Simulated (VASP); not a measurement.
# Li3Tl2Cd (P4/mmm) in VASP: a series of runs

Runs on Li3Tl2Cd. Level: LDA. Tasks: single point.

Everything below comes from runs of VASP 6.6.1. Logs are shortened: lines on timing, memory, paths and dates and some standing lists are left out, and cuts for length are marked.

### Step 1. The cell of the first run

Symmetry: P4/mmm, No. 123, tetragonal system. Conventional cell: a = 3.446 Å, b = 3.446 Å, c = 10.230 Å, α = 90.00°, β = 90.00°, γ = 90.00°. Within 3.9 Å of Li (site symmetry 4mm) lie 4 Cd at 2.94 Å and 4 Tl at 2.96 Å and 6 Li at 3.29 to 3.47 Å. Within 4.0 Å of Li (site symmetry 4/mmm) lie 8 Tl at 3.02 Å and 6 Li at 3.45 to 3.47 Å. Within 3.9 Å of Tl (site symmetry 4mm) lie 8 Li at 2.96 to 3.02 Å and 1 Cd at 3.32 Å and 5 Tl at 3.45 to 3.58 Å. Within 3.9 Å of Cd (site symmetry 4/mmm) lie 8 Li at 2.94 Å and 2 Tl at 3.32 Å and 4 Cd at 3.45 Å.

### Step 2. Single point, LDA

Input file INCAR:

```
SYSTEM = Li3Tl2Cd
  ALGO = Normal
  EDIFF = 1E-6
  ENCUT = 520
  ISIF = 2
  ISMEAR = 1
  LASPH = .True.
  LCHARG = .False.
  LREAL = .False.
  LWAVE = .False.
  NBANDS = 32
  NELM = 100
  PREC = Accurate
  SIGMA = 0.1
```

Input file KPOINTS:

```
k-points
0
Gamma
  10 10 4
  0 0 0
```

Input file POSCAR:

```
Li3Tl2Cd
1.0
    3.4464233790      0.0000000000      0.0000000000
    0.0000000000      3.4464233790      0.0000000000
    0.0000000000      0.0000000000     10.2299147300
Li Tl Cd
3 2 1
Direct
    0.0000000000      0.0000000000      0.8390681000
    0.0000000000      0.0000000000      0.1609319000
    0.0000000000      0.0000000000      0.5000000000
    0.5000000000      0.5000000000      0.3248246800
    0.5000000000      0.5000000000      0.6751753200
    0.5000000000      0.5000000000      0.0000000000
```

Potentials or basis: VASP PAW LDA potentials, release 64 (Li_sv, Tl_d, Cd).

On the command line:

```console
> cat potpaw_LDA.64/Li_sv/POTCAR potpaw_LDA.64/Tl_d/POTCAR potpaw_LDA.64/Cd/POTCAR > POTCAR
> mpirun -np 1 vasp_std > vasp.out
```

OUTCAR:

```text
SYSTEM = Li3Tl2Cd
   EDIFF = 1E-6
   ENCUT = 520
   ISIF = 2
   ISMEAR = 1
   LASPH = .True.
   LREAL = .False.
   NELM = 100
   PREC = Accurate

 ion  position               nearest neighbor table
   1  0.000  0.000  0.839-   6 2.94   6 2.94   6 2.94   6 2.94   5 2.96   5 2.96   5 2.96   5 2.96

   2  0.000  0.000  0.161-   6 2.94   6 2.94   6 2.94   6 2.94   4 2.96   4 2.96   4 2.96   4 2.96

   3  0.000  0.000  0.500-   4 3.02   5 3.02   4 3.02   5 3.02   4 3.02   5 3.02   4 3.02   5 3.02

   4  0.500  0.500  0.325-   2 2.96   2 2.96   2 2.96   2 2.96   3 3.02   3 3.02   3 3.02   3 3.02
                             6 3.32   5 3.58
   5  0.500  0.500  0.675-   1 2.96   1 2.96   1 2.96   1 2.96   3 3.02   3 3.02   3 3.02   3 3.02
                             6 3.32   4 3.58
   6  0.500  0.500  0.000-   1 2.94   2 2.94   1 2.94   2 2.94   1 2.94   2 2.94   1 2.94   2 2.94
                             4 3.32   5 3.32

  LATTYP: Found a simple tetragonal cell.
 ALAT       =     3.4464233790
 C/A-ratio  =     2.9682698859

  Lattice vectors:

 A1 = (   3.4464233790,   0.0000000000,   0.0000000000)
 A2 = (   0.0000000000,   3.4464233790,   0.0000000000)
 A3 = (   0.0000000000,   0.0000000000,  10.2299147300)

Analysis of symmetry for initial positions (statically):
=====================================================================
 Subroutine PRICEL returns:
 Original cell was already a primitive cell.

 Routine SETGRP: Setting up the symmetry group for a
 simple tetragonal supercell.

 Subroutine GETGRP returns: Found 16 space group operations
 (whereof 16 operations were pure point group operations)
 out of a pool of 16 trial point group operations.

The static configuration has the point symmetry D_4h.

Analysis of symmetry for dynamics (positions and initial velocities):
=====================================================================
 Subroutine PRICEL returns:
 Original cell was already a primitive cell.

 Routine SETGRP: Setting up the symmetry group for a
 simple tetragonal supercell.

 Subroutine GETGRP returns: Found 16 space group operations
 (whereof 16 operations were pure point group operations)
 out of a pool of 16 trial point group operations.

The dynamic configuration has the point symmetry D_4h.

 Subroutine INISYM returns: Found 16 space group operations
 (whereof 16 operations are pure point group operations),
 and found     1 'primitive' translations

----------------------------------------------------------------------------------------
[... 100 lines left out ...]
   NELM   =    100;   NELMIN=  2; NELMDL= -5     # of ELM steps
   EDIFF  = 0.1E-05   stopping-criterion for ELM
   LREAL  =      F    real-space projection
   EDIFFG = 0.1E-04   stopping-criterion for IOM
   NSW    =      0    number of steps for IOM
   IBRION =     -1    ionic relax: 0-MD 1-quasi-New 2-CG
   NFREE  =      0    steps in history (QN), initial steepest desc. (CG)
   ISIF   =      2    stress and relaxation
   ISYM   =      2    0-nonsym 1-usesym 2-fastsym
   POTIM  = 0.5000    time-step for ionic-motion
   TEBEG  =    0.0;   TEEND  =   0.0 temperature during run
   PSTRESS=    0.0 pullay stress
   NELECT =      47.0000    total number of electrons
   NUPDOWN=      -1.0000    fix difference up-down
   EMIN   =  10.00;   EMAX   =-10.00  energy-range for DOS
   EFERMI =   0.00;   METHOD = LEGACY
   ISMEAR =     1;   SIGMA  =   0.10  broadening in eV -4-tet -1-fermi 0-gaus
   EFERMI_NEDOS =   21; number of points for ismear=-14 and -15
   IALGO  =     38    algorithm
   IMIX   =      4    mixing-type and parameters
     AMIX     =   0.40;   BMIX     =  1.00
     AMIX_MAG =   1.60;   BMIX_MAG =  1.00
  volume/ion in A,a.u.               =      20.25       136.66
  Fermi-wavevector in a.u.,A,eV,Ry     =   1.192809  2.254083 19.358289  1.422794
  Thomas-Fermi vector in A             =   2.328839
   LORBIT       =      0    0 simple, 1 ext, 2 COOP (PROOUT), +10 PAW based schemes
   GGA     = CA    functional components
   LHFCALC =     F    Hartree Fock is set to
   AEXX    =    0.0000 exact exchange contribution
   IVDW    =     0    specifies the selected vdW correction
   LEPSILON=     F    determine dielectric tensor
   LRPA    =     F    only Hartree local field effects (RPA)
 non-spin polarized calculation
 Methfessel and Paxton  Order N= 1 SIGMA  =   0.10
  energy-cutoff  :      520.00
  volume of cell :      121.51
 maximum number of plane-waves:      3326
 NGX is ok and might be reduce to    28
   NGX = 13   NGY = 13   NGZ = 39

 number of electron      46.9999997 magnetization

 Free energy of the ion-electron system (eV)
  ---------------------------------------------------
  ext. energy  EPLUGINS =         0.00000000
  ---------------------------------------------------
  free energy    TOTEN  =       -15.23421454 eV

  energy without entropy =      -15.23613747  energy(sigma->0) =      -15.23485551

 E-fermi :   3.9993     XC(G=0):  -9.7982

 val. band max:        3.9479033156   @ k =   0.5000   0.5000   0.2500
 cond. band min:       4.0226814954   @ k =   0.3000   0.3000   0.5000
 fundamental gap:      0.0747781799
 Fermi energy:         3.9993126654

 k-point     1 :       0.0000    0.0000    0.0000
  band No.  band energies     occupation
      1     -41.5727      2.00000
      2     -41.4284      2.00000
      3     -41.4269      2.00000
      4      -7.7327      2.00000
      5      -7.7171      2.00000
      6      -7.6292      2.00000
[... 829 lines left out ...]
     31      11.3195      0.00000
     32      11.7074      0.00000

 [... further k-points ...]
[... 5 lines left out ...]
  --------------------------------------------------------------------------------------
  -------------------------------------------------------------------------------------
  Total       -2.5684886     -2.5684886     -3.0410454      0.0000000     -0.0000000     -0.0000000
  in kB      -33.8671739    -33.8671739    -40.0981392      0.0000000     -0.0000000     -0.0000000
  external PRESSURE =     -35.9441623 kB  Pullay stress =       0.0000000 kB

 VOLUME and BASIS-vectors are now :
 -----------------------------------------------------------------------------
  energy-cutoff  :      520.00
  volume of cell :      121.51
      direct lattice vectors                 reciprocal lattice vectors
     3.446423379  0.000000000  0.000000000     0.290155878  0.000000000  0.000000000
     0.000000000  3.446423379  0.000000000     0.000000000  0.290155878  0.000000000
     0.000000000  0.000000000 10.229914730     0.000000000  0.000000000  0.097752525

 POSITION                                       TOTAL-FORCE (eV/Angst)
 -----------------------------------------------------------------------------------
      0.00000      0.00000      8.58360         0.000000      0.000000      0.052384
      0.00000      0.00000      1.64632         0.000000      0.000000     -0.052384
      0.00000      0.00000      5.11496         0.000000      0.000000      0.000000
      1.72321      1.72321      3.32293         0.000000     -0.000000      0.081434
      1.72321      1.72321      6.90699         0.000000      0.000000     -0.081434
      1.72321      1.72321      0.00000         0.000000      0.000000      0.000000
 -----------------------------------------------------------------------------------
    total drift:                                0.000000      0.000000     -0.000000

  FREE ENERGIE OF THE ION-ELECTRON SYSTEM (eV)
  ---------------------------------------------------
  free  energy   TOTEN  =       -15.2342145354 eV

  energy  without entropy=      -15.2361374692  energy(sigma->0) =      -15.23485551
```

stdout:

```text
POSCAR found type information on POSCAR LiTlCd
 POSCAR found :  3 types and       6 ions
 scaLAPACK will be used
 LDA part: xc-table for (Slater(with rela. corr.)+CA(PZ))
 , standard interpolation
 POSCAR, INCAR and KPOINTS ok, starting setup
 FFT: planning ... GRIDC
 FFT: planning ... GRID_SOFT
 FFT: planning ... GRID
 WAVECAR not read
 entering main loop
```

Run time: 2.6 min. Hardware: 1 thread of Intel Xeon Platinum 8488C (Sapphire Rapids), shared host; peak memory 0.35 GiB.

Results:

- Free energy: -15.2342 eV
- Largest force: 0.081 eV/Å
- Band gap on the k mesh: zero (an odd number of electrons rules out a gap without spin polarisation)

Forces in eV/Å, atoms in the order of the input:
```
Li   0.000  0.000  0.052
Li   0.000  0.000 -0.052
Li   0.000  0.000  0.000
Tl   0.000  0.000  0.081
Tl   0.000  0.000 -0.081
Cd   0.000  0.000  0.000
```

Levels at points of the mesh, in eV from the Fermi level:
```
           k point  band 21  band 22  band 23  band 24  band 25  band 26  band 27  band 28
(0.00, 0.00, 0.00)    -5.64    -1.16    -1.05     3.90     3.90     4.33     5.34     5.34
(0.50, 0.00, 0.00)    -3.32    -2.94    -2.24    -1.37     0.58     0.93     4.31     4.65
(0.50, 0.50, 0.00)    -1.60    -1.60    -0.31    -0.24    -0.24     0.64     0.64     3.41
(0.00, 0.00, 0.50)    -5.19    -2.83     1.59     2.35     4.21     4.21     4.53     4.53
(0.50, 0.00, 0.50)    -2.80    -2.54    -2.51    -1.53    -1.22     3.66     4.17     4.37
(0.50, 0.50, 0.50)    -1.30    -1.30    -0.98    -0.98     0.43     1.25     1.48     1.48
```

Caveat: the cutoff is under 1.25 times the usual one of these potentials, so pressure, stress and relaxed cells hold a basis-set (Pulay) error; spin-orbit coupling is left out, which moves the levels of the heavy elements.

### Step 3. Single point, LDA

This run uses another cell than the first one, of 18.69 Å³/atom.

Input file INCAR:

```
PREC = Accurate ; ENCUT = 520
EDIFF = 1E-7 ; ISMEAR = 1
SIGMA = 0.1 ; LREAL = False
LASPH = True ; NELM = 80
ALGO = Normal ; ISIF = 2
LWAVE = False ; LCHARG = True
LELF = True ; LVHAR = True
NBANDS = 32
```

Input file KPOINTS:

```
Automatic mesh
0
Gamma
  10 10 4
```

Edit POSCAR of step 2 so:

```diff
@@ -2,4 +2,4 @@
 1.0
-    3.4464233790      0.0000000000      0.0000000000
-    0.0000000000      3.4464233790      0.0000000000
+    3.3112695210      0.0000000000      0.0000000000
+    0.0000000000      3.3112695210      0.0000000000
     0.0000000000      0.0000000000     10.2299147300
```

Potentials or basis: VASP PAW LDA potentials, release 64 (Li_sv, Tl_d, Cd).

On the command line:

```console
> cat potpaw_LDA.64/Li_sv/POTCAR potpaw_LDA.64/Tl_d/POTCAR potpaw_LDA.64/Cd/POTCAR > POTCAR
> mpirun -np 1 vasp_std > vasp.out
```

It took 7.2 min on 1 thread of AMD EPYC 7R13, shared host; peak memory 0.31 GiB.

Results (log left out):

```yaml
Free_energy: -15.3457 eV
Largest_force: 0.127 eV/Å
Band_gap_on_the_k_mesh: zero (an odd number of electrons rules out a gap without spin polarisation)
```

Forces on the atoms (eV/Å):
```
Li   0.000  0.000  0.058
Li   0.000  0.000 -0.058
Li   0.000  0.000  0.000
Tl   0.000  0.000  0.127
Tl   0.000  0.000 -0.127
Cd   0.000  0.000  0.000
```

Levels at points of the mesh, in eV from the Fermi level:
```tsv
k point	band 20	band 21	band 22	band 23	band 24	band 25	band 26	band 27	band 28	band 29
(0.00, 0.00, 0.00)	-8.24	-5.98	-1.47	-1.35	3.87	4.43	4.43	5.90	5.90	6.77
(0.50, 0.00, 0.00)	-5.73	-3.35	-3.13	-2.51	-1.55	0.45	0.85	4.46	4.82	7.45
(0.50, 0.50, 0.00)	-3.04	-1.66	-1.66	-0.28	-0.28	0.09	0.66	0.66	3.67	3.90
(0.00, 0.00, 0.50)	-8.30	-5.55	-3.10	1.21	2.03	4.75	4.75	5.08	5.08	8.05
(0.50, 0.00, 0.50)	-5.80	-3.00	-2.71	-2.53	-1.70	-1.45	3.90	4.09	4.31	6.43
(0.50, 0.50, 0.50)	-3.07	-1.34	-1.34	-1.02	-1.02	0.91	1.47	1.47	1.47	3.83
```

Caveat: the cutoff is under 1.25 times the usual one of these potentials, so pressure, stress and relaxed cells hold a basis-set (Pulay) error; spin-orbit coupling is left out, which moves the levels of the heavy elements.

### Step 4. Single point, LDA

This run uses another cell than the first one, of 19.08 Å³/atom.

Input file INCAR:

```
SYSTEM = Li3Tl2Cd
PREC = Accurate ; ENCUT = 520
EDIFF = 1E-6 ; ISMEAR = 1
SIGMA = 0.1 ; LREAL = .FALSE.
LASPH = .TRUE. ; NELM = 80
ALGO = Normal ; ISIF = 2
LWAVE = .FALSE. ; LCHARG = .FALSE.
NBANDS = 32
```

Input file KPOINTS:

```
Automatic mesh
0
G
  10 10 4
  0 0 0
```

Edit POSCAR of step 3 so:

```diff
@@ -2,4 +2,4 @@
 1.0
-    3.3112695210      0.0000000000      0.0000000000
-    0.0000000000      3.3112695210      0.0000000000
+    3.3450579855      0.0000000000      0.0000000000
+    0.0000000000      3.3450579855      0.0000000000
     0.0000000000      0.0000000000     10.2299147300
```

On the command line:

```console
> cat potpaw_LDA.64/Li_sv/POTCAR potpaw_LDA.64/Tl_d/POTCAR potpaw_LDA.64/Cd/POTCAR > POTCAR
> mpirun -np 1 vasp_std > vasp.out
```

It took 6.2 min on 1 thread of AMD EPYC 7R13, shared host; peak memory 0.31 GiB.

It converged, with:

* Free energy: -15.3349 eV
* Largest force: 0.116 eV/Å
* Band gap on the k mesh: zero (an odd number of electrons rules out a gap without spin polarisation)

Forces in eV/Å, atoms in the order of the input:
```
Li   0.000  0.000  0.055
Li   0.000  0.000 -0.055
Li   0.000  0.000  0.000
Tl   0.000  0.000  0.116
Tl   0.000  0.000 -0.116
Cd   0.000  0.000  0.000
```

Levels at points of the mesh, in eV from the Fermi level:
| k point | band 21 | band 22 | band 23 | band 24 | band 25 | band 26 | band 27 | band 28 |
| --- | --- | --- | --- | --- | --- | --- | --- | --- |
| (0.00, 0.00, 0.00) | -5.89 | -1.39 | -1.27 | 3.99 | 4.29 | 4.29 | 5.75 | 5.75 |
| (0.50, 0.00, 0.00) | -3.35 | -3.08 | -2.44 | -1.51 | 0.49 | 0.87 | 4.42 | 4.77 |
| (0.50, 0.50, 0.00) | -1.64 | -1.64 | -0.27 | -0.27 | -0.02 | 0.65 | 0.65 | 3.60 |
| (0.00, 0.00, 0.50) | -5.46 | -3.03 | 1.31 | 2.11 | 4.61 | 4.61 | 4.93 | 4.93 |
| (0.50, 0.00, 0.50) | -2.95 | -2.66 | -2.54 | -1.66 | -1.39 | 3.84 | 4.11 | 4.32 |
| (0.50, 0.50, 0.50) | -1.33 | -1.33 | -1.01 | -1.01 | 0.78 | 1.41 | 1.47 | 1.47 |

Caveat: the cutoff is under 1.25 times the usual one of these potentials, so pressure, stress and relaxed cells hold a basis-set (Pulay) error; spin-orbit coupling is left out, which moves the levels of the heavy elements.

### Step 5. Single point, LDA

This run uses another cell than the first one, of 19.47 Å³/atom.

Input file INCAR:

```
SYSTEM = Li3Tl2Cd
PREC = Accurate
ENCUT = 520
EDIFF = 1E-7
ISMEAR = 1
SIGMA = 0.1
LREAL = .False.
LASPH = .True.
NELM = 60
ALGO = Normal
ISIF = 2
LWAVE = .False.
LCHARG = .False.
NBANDS = 32
```

Input file KPOINTS:

```
regular mesh
0
Gamma
  10 10 4
  0 0 0
```

Edit POSCAR of step 4 so:

```diff
@@ -2,4 +2,4 @@
 1.0
-    3.3450579855      0.0000000000      0.0000000000
-    0.0000000000      3.3450579855      0.0000000000
+    3.3788464500      0.0000000000      0.0000000000
+    0.0000000000      3.3788464500      0.0000000000
     0.0000000000      0.0000000000     10.2299147300
```

On the command line:

```console
> cat potpaw_LDA.64/Li_sv/POTCAR potpaw_LDA.64/Tl_d/POTCAR potpaw_LDA.64/Cd/POTCAR > POTCAR
> mpirun -np 1 vasp_std > vasp.out
```

Run time: 6.4 min. Hardware: 1 thread of AMD EPYC 7R13, shared host; peak memory 0.31 GiB.

The run converged. Its results:

| Property | Result |
| --- | --- |
| Free energy | -15.3123 eV |
| Largest force | 0.102 eV/Å |
| Band gap on the k mesh | zero (an odd number of electrons rules out a gap without spin polarisation) |

Forces in eV/Å, atoms in the order of the input:
```
Li   0.000  0.000  0.054
Li   0.000  0.000 -0.054
Li   0.000  0.000  0.000
Tl   0.000  0.000  0.102
Tl   0.000  0.000 -0.102
Cd   0.000  0.000  0.000
```

Levels at points of the mesh, in eV from the Fermi level:
```
           k point  band 22  band 23  band 24  band 25  band 26  band 27
(0.00, 0.00, 0.00)    -1.31    -1.20     4.10     4.15     4.15     5.61
(0.50, 0.00, 0.00)    -3.04    -2.37    -1.46     0.51     0.88     4.37
(0.50, 0.50, 0.00)    -1.64    -0.26    -0.26    -0.13     0.64     0.64
(0.00, 0.00, 0.50)    -2.97     1.40     2.19     4.47     4.47     4.79
(0.50, 0.00, 0.50)    -2.61    -2.55    -1.62    -1.34     3.77     4.12
(0.50, 0.50, 0.50)    -1.33    -1.00    -1.00     0.65     1.35     1.47
```

Caveat: the cutoff is under 1.25 times the usual one of these potentials, so pressure, stress and relaxed cells hold a basis-set (Pulay) error; spin-orbit coupling is left out, which moves the levels of the heavy elements.

### Step 6. Single point, LDA

This run uses another cell than the first one, of 19.86 Å³/atom.

Input file INCAR:

```
ALGO     = Normal         # electronic algorithm
EDIFF    = 1E-7           # SCF threshold, eV
ENCUT    = 520            # plane-wave cutoff, eV
ISIF     = 2              # what is computed and relaxed
ISMEAR   = 1              # smearing method
LASPH    = True           # aspherical terms in the spheres
LCHARG   = False          # write CHGCAR
LREAL    = False          # projectors in reciprocal space
LWAVE    = False          # write WAVECAR
NBANDS   = 32             # bands
NELM     = 60             # most SCF steps
PREC     = Accurate       # precision mode
SIGMA    = 0.1            # smearing width, eV
```

Input file KPOINTS:

```
k-points
0
Gamma
  10 10 4
```

Edit POSCAR of step 5 so:

```diff
@@ -2,4 +2,4 @@
 1.0
-    3.3788464500      0.0000000000      0.0000000000
-    0.0000000000      3.3788464500      0.0000000000
+    3.4126349145      0.0000000000      0.0000000000
+    0.0000000000      3.4126349145      0.0000000000
     0.0000000000      0.0000000000     10.2299147300
```

Potentials or basis: VASP PAW LDA potentials, release 64 (Li_sv, Tl_d, Cd).

On the command line:

```console
> cat potpaw_LDA.64/Li_sv/POTCAR potpaw_LDA.64/Tl_d/POTCAR potpaw_LDA.64/Cd/POTCAR > POTCAR
> mpirun -np 1 vasp_std > vasp.out
```

Wall time 6.3 min (1 thread of AMD EPYC 7R13, shared host); peak memory 0.32 GiB.

It converged, with:

| Quantity | Value |
| --- | --- |
| Free energy | -15.2784 eV |
| Largest force | 0.090 eV/Å |
| Band gap on the k mesh | zero (an odd number of electrons rules out a gap without spin polarisation) |

Forces in eV/Å, atoms in the order of the input:
```
Li   0.000  0.000  0.053
Li   0.000  0.000 -0.053
Li   0.000  0.000  0.000
Tl   0.000  0.000  0.090
Tl   0.000  0.000 -0.090
Cd   0.000  0.000  0.000
```

Levels at points of the mesh, in eV from the Fermi level:
| k point | band 22 | band 23 | band 24 | band 25 | band 26 | band 27 |
| --- | --- | --- | --- | --- | --- | --- |
| (0.00, 0.00, 0.00) | -1.24 | -1.13 | 4.02 | 4.02 | 4.21 | 5.46 |
| (0.50, 0.00, 0.00) | -2.99 | -2.31 | -1.42 | 0.54 | 0.90 | 4.33 |
| (0.50, 0.50, 0.00) | -1.62 | -0.26 | -0.26 | -0.23 | 0.63 | 0.63 |
| (0.00, 0.00, 0.50) | -2.91 | 1.49 | 2.26 | 4.33 | 4.33 | 4.65 |
| (0.50, 0.00, 0.50) | -2.56 | -2.55 | -1.58 | -1.29 | 3.71 | 4.14 |
| (0.50, 0.50, 0.50) | -1.32 | -1.00 | -1.00 | 0.53 | 1.29 | 1.47 |

Caveat: the cutoff is under 1.25 times the usual one of these potentials, so pressure, stress and relaxed cells hold a basis-set (Pulay) error; spin-orbit coupling is left out, which moves the levels of the heavy elements.

### Step 7. The runs side by side

```tsv
cell	gap on the mesh (eV)	largest force (eV/Å)
a = 3.446, b = 3.446, c = 10.230 Å, 6 atoms	none	0.08
a = 3.311, b = 3.311, c = 10.230 Å, 6 atoms	none	0.13
a = 3.345, b = 3.345, c = 10.230 Å, 6 atoms	none	0.12
a = 3.379, b = 3.379, c = 10.230 Å, 6 atoms	none	0.10
a = 3.413, b = 3.413, c = 10.230 Å, 6 atoms	none	0.09
```

Alike in all rows: task single point; level LDA; potentials or basis VASP PAW LDA potentials, release 64 (Li_sv, Tl_d, Cd); no spin polarisation; k mesh 10 × 10 × 4; cutoff (eV) 520; smearing methfessel-paxton 0.1 eV.

Caveats: the cutoff is under 1.25 times the usual one of these potentials, so pressure, stress and relaxed cells hold a basis-set (Pulay) error; spin-orbit coupling is left out, which moves the levels of the heavy elements.

Absolute energies hang on the potentials; compare differences alone.

The gap in the log of VASP goes by the Fermi energy; the results here count the filled bands.